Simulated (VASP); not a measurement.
Nb2PdSe4, 7 atoms in the cell. The structure is monoclinic, space group C2/m (No. 12). The conventional cell has a = 13.750 Å, b = 3.528 Å, c = 6.490 Å, α = 90.00°, β = 115.84°, γ = 90.00°. Within 3.6 Å of Nb (site symmetry m) lie 6 Se at 2.57 to 2.85 Å and 4 Nb at 3.03 to 3.53 Å and 1 Pd at 3.16 Å. Within 3.6 Å of Pd (site symmetry 2/m) lie 6 Se at 2.68 to 2.70 Å and 2 Nb at 3.16 Å and 2 Pd at 3.53 Å. Se (site symmetry m) has 3 Nb at 2.57 to 2.59 Å and 1 Pd at 2.70 Å and 10 Se at 3.15 to 3.80 Å within 3.9 Å. Within 4.2 Å of Se (site symmetry m) lie 2 Pd at 2.68 Å and 4 Nb at 2.68 to 4.17 Å and 12 Se at 3.36 to 4.03 Å. 

- Program: VASP 6.6.1
- Task: single point
- Functional: PBE
- Potentials or basis: VASP PAW PBE potentials, release 64 (Nb_sv, Pd, Se)
- Cutoff: 520 eV
- k mesh: 6 × 4 × 6
- Occupations: gaussian, width 0.2 eV
- Spin: no spin polarisation
- Dipole correction: no
- Further INCAR settings: ALGO = Normal; EDIFF = 1e-06; NBANDS = 39

Potentials or basis: VASP PAW PBE potentials, release 64 (Nb_sv, Pd, Se).

Run with:

```console
$ cat potpaw_PBE.64/Nb_sv/POTCAR potpaw_PBE.64/Pd/POTCAR potpaw_PBE.64/Se/POTCAR > POTCAR
$ mpirun -np 1 vasp_std > vasp.out
```

Hardware: 1 thread of Intel Xeon 8259CL (shared host).

Task: How long does it take, and how much memory?

Result: It took 8 min on 1 thread of Intel Xeon 8259CL, on a shared host, peak memory 0.41 GiB. Counts: scf iterations 14, k points 47.
